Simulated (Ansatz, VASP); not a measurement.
## One calculation of NaCl, two programs

```
CELL_PARAMETERS angstrom
0.00000 2.73219 2.73219
2.73219 0.00000 2.73219
2.73219 2.73219 0.00000
ATOMIC_POSITIONS crystal
Na 0.00000 0.00000 0.00000
Cl 0.50000 0.50000 0.50000
```

Change from the starting cell: unstrained, PAW files.

Alike in both runs: task single point; functional LDA; k mesh 8 × 8 × 8; no spin polarisation.

|  | VASP | Ansatz |
| --- | --- | --- |
| version | VASP 6.6.1 | Ansatz 0.2.0 |
| potentials or method | VASP PAW LDA potentials, release 64 (Na_pv, Cl) | PAW with Ansatz's default frozen-core files, scalar-relativistic |
| plane-wave cutoff (eV) | 520 | 420 |
| occupations | gaussian, width 0.01 eV | fixed |
| valence electrons in the cell | 14 | 16 |

```tsv
	VASP	Ansatz	Ansatz less VASP
gap on the k mesh at the Fermi level (eV)	5.08	5.07	-0.007
pressure (GPa)	0.0	0.0	-0.04
```

LDA's correlation is that of Perdew and Zunger in VASP and of Perdew and Wang (1992) in Ansatz. VASP's potentials hold 14 valence electrons a cell and Ansatz's 16, so a difference there can come from the potentials and not from the codes.
